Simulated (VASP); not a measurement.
Crystal: As.

```xyz
8
Lattice="5.5155 0.0000 0.0000 0.0000 5.5155 0.0000 0.0000 0.0000 11.0309" Properties=species:S:1:pos:R:3 pbc="T T T"
As    1.6162    0.0000    0.0000
As    3.8992    0.0000    0.0000
As    0.0000    1.6162    5.5155
As    0.0000    3.8992    5.5155
As    0.0000    0.0000    3.8992
As    0.0000    0.0000    9.4147
As    0.0000    0.0000    7.1317
As    0.0000    0.0000    1.6162
```

The cell was generated, and may not be a known phase.

| Quantity | Value |
| --- | --- |
| Program | VASP 6.6.1 |
| Task | relaxation of cell and atoms |
| Functional | PBE |
| Potentials or basis | VASP PAW PBE potentials, release 64 (As) |
| Cutoff | 600 eV |
| k mesh | 4 × 4 × 2 |
| Occupations | gaussian, width 0.1 eV |
| Spin | no spin polarisation |

At the start: pressure 10.4 GPa; volume 41.95 Å³/atom.

Problem. How do energy, volume and symmetry change on relaxing?

Solution. Over 12 steps the energy falls by 353.5 meV/atom and the volume is 49.68 Å³/atom (+18.4 %); space group P4_2/mmc (No. 131, to 0.1 Å) before and after.

The path:
| step | energy change (eV) | largest force (eV/Å) | pressure (GPa) | volume (Å³) |
| --- | --- | --- | --- | --- |
| 1 | 0.0000 | 1.5692 | 10.38 | 335.57 |
| 2 | -1.7713 | 0.7943 | -2.80 | 484.10 |
| 3 | -2.6793 | 0.6814 | 0.06 | 416.01 |
| 4 | -2.6796 | 0.6643 | 0.17 | 414.30 |
| 5 | -2.7406 | 0.1907 | -0.12 | 418.13 |
| 6 | -2.7458 | 0.0176 | -0.25 | 420.03 |
| 7 | -2.7674 | 0.0037 | -0.21 | 416.06 |
| 8 | -2.8135 | 0.1016 | -0.09 | 404.05 |
| 9 | -2.7635 | 0.4253 | 0.26 | 379.72 |
| 10 | -2.8227 | 0.1442 | -0.02 | 398.02 |
| 11 | -2.8259 | 0.1135 | -0.11 | 397.13 |
| 12 | -2.8278 | 0.0179 | -0.08 | 397.48 |

Final structure:
```xyz
8
Lattice="5.5877 0.0000 0.0000 0.0000 5.5877 0.0000 0.0000 0.0000 12.7306" Properties=species:S:1:pos:R:3 pbc="T T T"
As    1.6040    0.0000    0.0000
As    3.9836    0.0000    0.0000
As    0.0000    1.6040    6.3653
As    0.0000    3.9836    6.3653
As    0.0000    0.0000    4.4012
As    0.0000    0.0000   10.7665
As    0.0000    0.0000    8.3294
As    0.0000    0.0000    1.9641
```

Caveat: the volume moved by over 15 % at a fixed basis, so the end points are rough.
